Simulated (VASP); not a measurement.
LiAlO:

```
CELL_PARAMETERS angstrom
3.42587 0.00000 0.00000
-1.71294 2.96689 0.00000
0.00000 0.00000 3.29648
ATOMIC_POSITIONS crystal
Li 0.00000 0.00000 0.00000
Al 0.66667 0.33333 0.50000
O 0.33333 0.66667 0.50000
```

| Property | Result |
| --- | --- |
| Program | VASP 6.6.1 |
| Task | relaxation of cell and atoms |
| Functional | PBE |
| Potentials or basis | VASP PAW PBE potentials, release 64 (Li_sv, Al, O_h) |
| Cutoff | 910 eV |
| k mesh | 6 × 6 × 6 |
| Occupations | gaussian, width 0.1 eV |
| Spin | no spin polarisation |

At the start: pressure 5.2 GPa; volume 11.17 Å³/atom.

Q: How do energy, volume and symmetry change on relaxing?

A: Over 8 steps the energy falls by 51.6 meV/atom and the volume is 12.45 Å³/atom (+11.5 %); space group P-6m2 (No. 187, to 0.05 Å).

The path:
```csv
step,energy change (eV),largest force (eV/Å),pressure (GPa),volume (Å³)
1,0.0000,0.0000,5.16,33.51
2,-0.0542,0.0000,0.80,35.27
3,-0.0649,0.0000,-3.28,37.32
4,-0.1021,0.0000,-3.17,37.76
5,-0.1433,0.0000,-2.68,38.79
6,-0.1439,0.0000,-2.78,38.60
7,-0.1540,0.0000,0.72,37.06
8,-0.1547,0.0000,-0.01,37.36
```

Final structure:
```
CELL_PARAMETERS angstrom
3.34803 0.00000 0.00000
-1.67402 2.89948 0.00000
0.00000 0.00000 3.84855
ATOMIC_POSITIONS crystal
Li 0.00000 0.00000 0.00000
Al 0.66667 0.33333 0.50000
O 0.33333 0.66667 0.50000
```

Caveat: the cutoff is under 1.25 times the usual one of these potentials, so pressure, stress and relaxed cells hold a basis-set (Pulay) error.
